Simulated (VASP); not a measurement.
# CuO (C2/c) in VASP: single point with LDA+U

Aim: the single point of CuO with LDA+U.

Everything below comes from runs of VASP 6.6.1. Logs are shortened: lines on timing, memory, paths and dates and some standing lists are left out, and cuts for length are marked.

### Step 1. The cell of the first run

The structure is monoclinic, space group C2/c (No. 15). The conventional cell has a = 4.689 Å, b = 3.425 Å, c = 5.136 Å, α = 90.00°, β = 99.57°, γ = 90.00°. Cu (site symmetry -1) has 4 O at 1.95 to 1.96 Å within 2.6 Å. Cu (site symmetry -1) has 4 O at 1.95 to 1.96 Å within 2.6 Å. O (site symmetry 2) has 6 Cu at 1.95 to 2.79 Å and 6 O at 2.63 to 2.90 Å within 3.0 Å.

### Step 2. Single point, LDA+U, collinear spin

INCAR reads:

```
SYSTEM = CuO
PREC     = Accurate       ! precision mode
ENCUT    = 520            ! plane-wave cutoff, eV
EDIFF    = 1E-7           ! SCF threshold, eV
ISMEAR   = 0              ! smearing method
SIGMA    = 0.0126         ! smearing width, eV
LREAL    = .FALSE.        ! projectors in reciprocal space
LASPH    = .TRUE.         ! aspherical terms in the spheres
NELM     = 150            ! most SCF steps
ALGO     = Normal         ! electronic algorithm
ISIF     = 2              ! what is computed and relaxed
LWAVE    = .FALSE.        ! write WAVECAR
LCHARG   = .FALSE.        ! write CHGCAR
ISPIN    = 2              ! spin polarisation
MAGMOM   = 1 -1 -1 -1 0 0 0 0 ! initial moments
LORBIT   = 11             ! projections on sites
LMAXMIX  = 4              ! l up to which the mixer works
LDAU     = .TRUE.         ! DFT+U
LDAUTYPE = 1            
LDAUL    = 2 -1           ! shell
LDAUU    = 3.81 0         ! U, eV
LDAUJ    = 0.89 0       
LDAUPRINT= 1            
NBANDS   = 48             ! bands
```

KPOINTS reads:

```
Automatic mesh
0
G
  4 6 4
  0 0 0
```

POSCAR reads:

```
CuO
1.0
   -3.1983835000     -1.7126615900      5.0647480500
   -2.3447462600      1.7126615900      0.0000000000
   -1.4911090300     -1.7126615900     -5.0647480500
Cu O
4 4
Direct
    0.7500000000      0.0000000000      0.7500000000
    0.2500000000      0.0000000000      0.2500000000
    0.7500000000      0.5000000000      0.2500000000
    0.2500000000      0.5000000000      0.7500000000
    0.9160500000      0.4179000000      0.6660500000
    0.4160500000      0.4179000000      0.1660500000
    0.5839500000      0.5821000000      0.8339500000
    0.0839500000      0.5821000000      0.3339500000
```

Potentials or basis: VASP PAW LDA potentials, release 64 (Cu, O).

Run with:

```console
$ cat potpaw_LDA.64/Cu/POTCAR potpaw_LDA.64/O/POTCAR > POTCAR
$ mpirun -np 1 vasp_std > vasp.out
```

OUTCAR:

```text
SYSTEM = CuO
   PREC = Accurate
   ENCUT = 520
   EDIFF = 1E-7
   ISMEAR = 0
   LREAL = .FALSE.
   LASPH = .TRUE.
   NELM = 150
   ISIF = 2
   ISPIN = 2
   LORBIT = 11

 ion  position               nearest neighbor table
   1  0.750  0.000  0.750-   7 1.95   5 1.95   7 1.96   5 1.96
   2  0.250  0.000  0.250-   8 1.95   6 1.95   8 1.96   6 1.96
   3  0.750  0.500  0.250-   5 1.95   7 1.95   6 1.96   8 1.96
   4  0.250  0.500  0.750-   6 1.95   8 1.95   7 1.96   5 1.96
   5  0.916  0.418  0.666-   1 1.95   3 1.95   1 1.96   4 1.96
   6  0.416  0.418  0.166-   2 1.95   4 1.95   2 1.96   3 1.96
   7  0.584  0.582  0.834-   1 1.95   3 1.95   1 1.96   4 1.96
   8  0.084  0.582  0.334-   2 1.95   4 1.95   2 1.96   3 1.96

  LATTYP: Found a triclinic cell.
 ALAT       =     2.9036261374
 B/A-ratio  =     2.4933417897
 C/A-ratio  =     2.1261654501
 COS(alpha) =     0.0030935955
 COS(beta)  =     0.4389195395
 COS(gamma) =     0.6450686549

  Lattice vectors:

 A1 = (  -2.3447462600,   1.7126615900,   0.0000000000)
 A2 = (  -7.0342387900,  -1.7126615900,   0.0000000000)
 A3 = (  -0.8536372300,   3.4253231800,   5.0647480500)

Analysis of symmetry for initial positions (statically):
=====================================================================
 Subroutine PRICEL returns following result:

  LATTYP: Found a base centered monoclinic cell.
 ALAT       =     4.6894925250
 B/A-ratio  =     0.7304251285
 C/A-ratio  =     1.0952533441
 COS(beta)  =    -0.1662007253

  Lattice vectors:

 A1 = (  -2.3447462650,  -1.7126615900,   0.0000000000)
 A2 = (  -2.3447462600,   1.7126615900,   0.0000000000)
 A3 = (   0.8536372350,   0.0000000000,  -5.0647480500)

   2 primitive cells build up your supercell.

 Routine SETGRP: Setting up the symmetry group for a
 triclinic supercell.

 Subroutine GETGRP returns: Found  2 space group operations
 (whereof  2 operations were pure point group operations)
 out of a pool of  2 trial point group operations.

The static configuration has the point symmetry S_2 .

Analysis of symmetry for dynamics (positions and initial velocities):
=====================================================================
 Subroutine PRICEL returns following result:

  LATTYP: Found a base centered monoclinic cell.
 ALAT       =     4.6894925250
 B/A-ratio  =     0.7304251285
 C/A-ratio  =     1.0952533441
 COS(beta)  =    -0.1662007253

  Lattice vectors:

 A1 = (  -2.3447462650,  -1.7126615900,   0.0000000000)
 A2 = (  -2.3447462600,   1.7126615900,   0.0000000000)
 A3 = (   0.8536372350,   0.0000000000,  -5.0647480500)

   2 primitive cells build up your supercell.

 Routine SETGRP: Setting up the symmetry group for a
 triclinic supercell.

 Subroutine GETGRP returns: Found  2 space group operations
 (whereof  2 operations were pure point group operations)
 out of a pool of  2 trial point group operations.

The dynamic configuration has the point symmetry S_2 .

Analysis of structural, dynamic, and magnetic symmetry:
=====================================================================
 Subroutine PRICEL returns:
 Original cell was already a primitive cell.

 Routine SETGRP: Setting up the symmetry group for a
 triclinic supercell.

 Subroutine GETGRP returns: Found  2 space group operations
 (whereof  1 operations were pure point group operations)
 out of a pool of  2 trial point group operations.

The overall configuration has the point symmetry C_1 .
 The point group associated with its full space group is S_2 .

 Subroutine INISYM returns: Found  2 space group operations
 (whereof  1 operations are pure point group operations),
 and found     1 'primitive' translations

----------------------------------------------------------------------------------------

                                     Primitive cell

  volume of cell :      81.3552

  direct lattice vectors                    reciprocal lattice vectors
    -3.198383500 -1.712661590  5.064748050    -0.106621345 -0.145971628  0.080751115
    -2.344746260  1.712661590  0.000000000    -0.213242690  0.291943256 -0.035940959
[... 90 lines left out ...]
   ICHARG =      2    charge: 1-file 2-atom 10-const
   ISPIN  =      2    spin polarized calculation?
   LNONCOLLINEAR =      F non collinear calculations
   LSORBIT =      F    spin-orbit coupling
   LASPH  =      T    aspherical Exc in radial PAW
   ENCUT  =  520.0 eV  38.22 Ry    6.18 a.u.  11.58  5.40 10.32*2*pi/ulx,y,z
   NELM   =    150;   NELMIN=  2; NELMDL= -5     # of ELM steps
   EDIFF  = 0.1E-06   stopping-criterion for ELM
   LREAL  =      F    real-space projection
   EDIFFG = 0.1E-05   stopping-criterion for IOM
   NSW    =      0    number of steps for IOM
   IBRION =     -1    ionic relax: 0-MD 1-quasi-New 2-CG
   NFREE  =      0    steps in history (QN), initial steepest desc. (CG)
   ISIF   =      2    stress and relaxation
   ISYM   =      2    0-nonsym 1-usesym 2-fastsym
   POTIM  = 0.5000    time-step for ionic-motion
   TEBEG  =    0.0;   TEEND  =   0.0 temperature during run
   PSTRESS=    0.0 pullay stress
   NELECT =      68.0000    total number of electrons
   NUPDOWN=      -1.0000    fix difference up-down
   EMIN   =  10.00;   EMAX   =-10.00  energy-range for DOS
   EFERMI =   0.00;   METHOD = LEGACY
   ISMEAR =     0;   SIGMA  =   0.01  broadening in eV -4-tet -1-fermi 0-gaus
   EFERMI_NEDOS =   21; number of points for ismear=-14 and -15
   IALGO  =     38    algorithm
   IMIX   =      4    mixing-type and parameters
     AMIX     =   0.40;   BMIX     =  1.00
     AMIX_MAG =   1.60;   BMIX_MAG =  1.00
  volume/ion in A,a.u.               =      10.17        68.63
  Fermi-wavevector in a.u.,A,eV,Ry     =   1.542112  2.914170 32.356163  2.378111
  Thomas-Fermi vector in A             =   2.647963
   LORBIT       =     11    0 simple, 1 ext, 2 COOP (PROOUT), +10 PAW based schemes
 LDA+U is selected, type is set to LDAUTYPE =  1
   angular momentum for each species LDAUL =     2   -1
   U (eV)           for each species LDAUU =   3.8  0.0
   J (eV)           for each species LDAUJ =   0.9  0.0
   GGA     = CA    functional components
   LHFCALC =     F    Hartree Fock is set to
   AEXX    =    0.0000 exact exchange contribution
   IVDW    =     0    specifies the selected vdW correction
   LEPSILON=     F    determine dielectric tensor
   LRPA    =     F    only Hartree local field effects (RPA)
 spin polarized calculation
 Gauss-broadening in eV      SIGMA  =   0.01
  energy-cutoff  :      520.00
  volume of cell :       81.36
 maximum number of plane-waves:      2217
 NGX is ok and might be reduce to    48
   NGX = 23   NGY = 11   NGZ = 21

atom =   1  type =  1  l = 2

 onsite density matrix

spin component  1
[... 116 lines left out ...]
  o =  0.4978  v =  0.0855  0.5686  0.0209  0.7794 -0.2480  0.0000  0.0000  0.0000  0.0000  0.0000      0.0000  0.0000  0.0000  0.0000  0.0000  0.0000  0.0000  0.0000  0.0000  0.0000
  o =  0.9438  v =  0.8618  0.1836  0.4131 -0.2085  0.0976  0.0000  0.0000  0.0000  0.0000  0.0000      0.0000  0.0000  0.0000  0.0000  0.0000  0.0000  0.0000  0.0000  0.0000  0.0000
  o =  0.9452  v =  0.0000  0.0000  0.0000  0.0000  0.0000  0.8569  0.1936  0.4144 -0.2170  0.0972      0.0000  0.0000  0.0000  0.0000  0.0000  0.0000  0.0000  0.0000  0.0000  0.0000
  o =  0.9586  v = -0.0059 -0.4187  0.2970  0.5163  0.6855  0.0000  0.0000  0.0000  0.0000  0.0000      0.0000  0.0000  0.0000  0.0000  0.0000  0.0000  0.0000  0.0000  0.0000  0.0000
  o =  0.9627  v =  0.0000  0.0000  0.0000  0.0000  0.0000 -0.1797  0.7197 -0.2071 -0.1903  0.6088      0.0000  0.0000  0.0000  0.0000  0.0000  0.0000  0.0000  0.0000  0.0000  0.0000
  o =  0.9664  v =  0.1451 -0.6390  0.2559  0.2293 -0.6727  0.0000  0.0000  0.0000  0.0000  0.0000      0.0000  0.0000  0.0000  0.0000  0.0000  0.0000  0.0000  0.0000  0.0000  0.0000
  o =  0.9666  v =  0.0000  0.0000  0.0000  0.0000  0.0000 -0.0160  0.4198 -0.2415 -0.4780 -0.7326      0.0000  0.0000  0.0000  0.0000  0.0000  0.0000  0.0000  0.0000  0.0000  0.0000
  o =  0.9729  v = -0.4785  0.2436  0.8217 -0.1731 -0.0810  0.0000  0.0000  0.0000  0.0000  0.0000      0.0000  0.0000  0.0000  0.0000  0.0000  0.0000  0.0000  0.0000  0.0000  0.0000
  o =  0.9746  v =  0.0000  0.0000  0.0000  0.0000  0.0000 -0.4507  0.2423  0.8491 -0.0007 -0.1308      0.0000  0.0000  0.0000  0.0000  0.0000  0.0000  0.0000  0.0000  0.0000  0.0000
  o =  1.0012  v =  0.0000  0.0000  0.0000  0.0000  0.0000  0.1734  0.4578 -0.0776  0.8296 -0.2571      0.0000  0.0000  0.0000  0.0000  0.0000  0.0000  0.0000  0.0000  0.0000  0.0000

 number of electron      67.9999983 magnetization      -1.7858045

 Free energy of the ion-electron system (eV)
  ---------------------------------------------------
  ext. energy  EPLUGINS =         0.00000000
  ---------------------------------------------------
  free energy    TOTEN  =       -42.45791546 eV

  energy without entropy =      -42.45776551  energy(sigma->0) =      -42.45784049

 E-fermi :   4.8991     XC(G=0): -12.3918

 val. band max:        4.8924622680   @ k =   0.2500   0.0000   0.0000
 cond. band min:       4.9214752729   @ k =   0.5000   0.3333   0.5000
 fundamental gap:      0.0290130049
 Fermi energy:         4.8991317092

 spin component 1

 k-point     1 :       0.0000    0.0000    0.0000
  band No.  band energies     occupation
      1     -14.0545      1.00000
      2     -12.9305      1.00000
      3     -12.7618      1.00000
      4     -12.5250      1.00000
      5      -2.9573      1.00000
      6      -2.0463      1.00000
[... 2345 lines left out ...]
     45      17.2820      0.00000
     46      17.3204      0.00000

 [... further k-points ...]

 [bands above 46 left out]

------------------------ aborting loop because EDIFF is reached ----------------------------------------

  FORCE on cell =-STRESS in cart. coord.  units (eV):
  Direction    XX          YY          ZZ          XY          YZ          ZX
  --------------------------------------------------------------------------------------
  -------------------------------------------------------------------------------------
  Total       -6.5639514     -3.7649305     -6.8439665      0.0197184      0.0048459      0.8637771
  in kB     -129.2678995    -74.1450727   -134.7824074      0.3883271      0.0954333     17.0108887
  external PRESSURE =    -112.7317932 kB  Pullay stress =       0.0000000 kB

 VOLUME and BASIS-vectors are now :
 -----------------------------------------------------------------------------
  energy-cutoff  :      520.00
  volume of cell :       81.36
      direct lattice vectors                 reciprocal lattice vectors
    -3.198383500 -1.712661590  5.064748050    -0.106621345 -0.145971628  0.080751115
    -2.344746260  1.712661590  0.000000000    -0.213242690  0.291943256 -0.035940959
    -1.491109030 -1.712661590 -5.064748050    -0.106621345 -0.145971628 -0.116692073

 POSITION                                       TOTAL-FORCE (eV/Angst)
 -----------------------------------------------------------------------------------
     -3.51712     -2.56899      0.00000        -0.000000      0.000000     -0.000000
     -1.17237     -0.85633      0.00000        -0.000000      0.000000      0.000000
     -3.94394     -0.85633      2.53237        -0.000000      0.000000      0.000000
     -3.09030     -0.85633     -2.53237        -0.000000     -0.000000     -0.000000
     -4.90290     -1.99388      1.26619        -0.024274      0.315566     -0.080685
     -2.55816     -0.28122      1.26619         0.044176      0.397236      0.075550
     -4.47608     -1.43144     -1.26619         0.024274     -0.315566      0.080685
     -2.13134      0.28122     -1.26619        -0.044176     -0.397236     -0.075550
 -----------------------------------------------------------------------------------
    total drift:                               -0.000000      0.000000      0.000000

  FREE ENERGIE OF THE ION-ELECTRON SYSTEM (eV)
  ---------------------------------------------------
  free  energy   TOTEN  =       -42.4579154637 eV

  energy  without entropy=      -42.4577655070  energy(sigma->0) =      -42.45784049

 total charge

# of ion       s       p       d       tot
------------------------------------------
    1        0.380   0.391   9.172   9.943
    2        0.379   0.388   9.173   9.941
    3        0.381   0.391   9.163   9.935
    4        0.381   0.391   9.169   9.940
    5        1.554   3.381   0.000   4.935
    6        1.550   3.386   0.000   4.937
    7        1.554   3.381   0.000   4.935
    8        1.550   3.386   0.000   4.937
--------------------------------------------------
tot          7.729  15.096  36.677  59.502

 magnetization (x)

# of ion       s       p       d       tot
------------------------------------------
    1       -0.005  -0.006   0.472   0.461
    2        0.002  -0.005  -0.534  -0.536
    3        0.001  -0.003  -0.543  -0.545
    4        0.006   0.005  -0.511  -0.500
    5       -0.001  -0.017   0.000  -0.018
    6       -0.017  -0.256   0.000  -0.273
    7       -0.001  -0.017   0.000  -0.018
    8       -0.017  -0.256   0.000  -0.273
--------------------------------------------------
tot         -0.031  -0.555  -1.116  -1.702
```

Wall time 6.3 min (1 thread of Intel Xeon Platinum 8488C (Sapphire Rapids), shared host); peak memory 0.37 GiB.

What came out:

| Item | Value |
| --- | --- |
| Free energy | -42.4579 eV |
| Pressure | -11.3 GPa |
| Largest force | 0.407 eV/Å |
| Net moment | -1.79 μB per cell |
| Site moments | Cu +0.46, -0.54, -0.55, -0.50; O -0.02, -0.27 (each value once) μB |
| Valence electrons inside the program's atomic spheres | Cu 9.94; O 4.93, 4.94 (each value once) |

Forces in eV/Å, atoms in the order of the input:
```
Cu   0.000  0.000  0.000
Cu   0.000  0.000  0.000
Cu   0.000  0.000  0.000
Cu   0.000  0.000  0.000
O   -0.024  0.316 -0.081
O    0.044  0.397  0.076
O    0.024 -0.316  0.081
O   -0.044 -0.397 -0.076
```

Levels at points of the mesh, in eV from the Fermi level:
Spin up:
| k point | band 29 | band 30 | band 31 | band 32 | band 33 | band 34 | band 35 | band 36 | band 37 | band 38 |
| --- | --- | --- | --- | --- | --- | --- | --- | --- | --- | --- |
| (0.00, 0.00, 0.00) | -2.22 | -2.00 | -1.92 | -1.81 | 0.04 | 0.77 | 1.30 | 1.80 | 2.10 | 5.59 |
| (0.50, 0.00, 0.00) | -1.84 | -1.80 | -1.65 | -1.59 | -0.03 | 0.70 | 0.72 | 1.39 | 4.41 | 4.44 |
| (0.00, 0.50, 0.00) | -1.61 | -1.43 | -1.36 | -1.35 | -0.91 | 0.56 | 0.85 | 1.21 | 5.21 | 5.53 |
| (0.50, 0.50, 0.00) | -1.93 | -1.81 | -1.41 | -1.29 | -0.97 | 0.02 | 1.04 | 1.59 | 5.84 | 5.86 |
| (0.00, 0.00, 0.50) | -1.88 | -1.79 | -1.57 | -1.50 | -0.36 | 0.14 | 0.56 | 1.53 | 4.89 | 4.90 |
| (0.50, 0.00, 0.50) | -1.68 | -1.49 | -1.35 | -1.28 | -0.26 | 0.94 | 1.20 | 1.25 | 4.34 | 4.37 |
| (0.00, 0.50, 0.50) | -2.01 | -1.84 | -1.39 | -1.36 | -0.84 | 0.38 | 0.73 | 1.11 | 5.64 | 5.67 |
| (0.50, 0.50, 0.50) | -2.28 | -1.98 | -1.56 | -1.34 | -0.64 | 0.30 | 1.48 | 1.88 | 3.74 | 5.55 |
Spin down:
```csv
k point,band 32,band 33,band 34,band 35,band 36,band 37,band 38,band 39
"(0.00, 0.00, 0.00)",-2.14,-0.66,-0.16,0.25,1.40,1.96,5.48,6.41
"(0.50, 0.00, 0.00)",-1.77,-0.78,-0.77,-0.18,1.22,4.24,4.25,6.52
"(0.00, 0.50, 0.00)",-1.55,-1.37,-1.05,-0.38,0.68,5.18,5.50,5.51
"(0.50, 0.50, 0.00)",-1.65,-1.57,-1.14,-0.08,1.05,5.79,5.81,6.51
"(0.00, 0.00, 0.50)",-1.72,-1.41,-1.25,-0.08,1.28,4.65,4.66,6.11
"(0.50, 0.00, 0.50)",-1.53,-0.69,-0.40,-0.38,1.10,4.18,4.23,5.15
"(0.00, 0.50, 0.50)",-1.71,-1.35,-1.06,-0.55,0.77,5.57,5.62,6.41
"(0.50, 0.50, 0.50)",-1.75,-0.95,-0.38,0.20,1.20,3.72,5.49,6.81
```

Eigenvalues of the final occupation matrices:
```csv
site,spin,trace,eigenvalues
site 1 d,1,4.83,0.94 0.96 0.96 0.97 0.99
site 1 d,2,4.36,0.51 0.94 0.97 0.97 0.98
site 2 d,1,4.33,0.50 0.94 0.96 0.96 0.97
site 2 d,2,4.86,0.95 0.97 0.97 0.98 1.00
site 3 d,1,4.32,0.48 0.94 0.96 0.97 0.97
site 3 d,2,4.86,0.95 0.96 0.97 0.97 1.01
site 4 d,1,4.34,0.50 0.94 0.96 0.97 0.97
site 4 d,2,4.85,0.95 0.96 0.97 0.97 1.00
```

Caveat: the k points lie up to 0.38 Å⁻¹ apart; a moment this small can come from the mesh or the smearing.
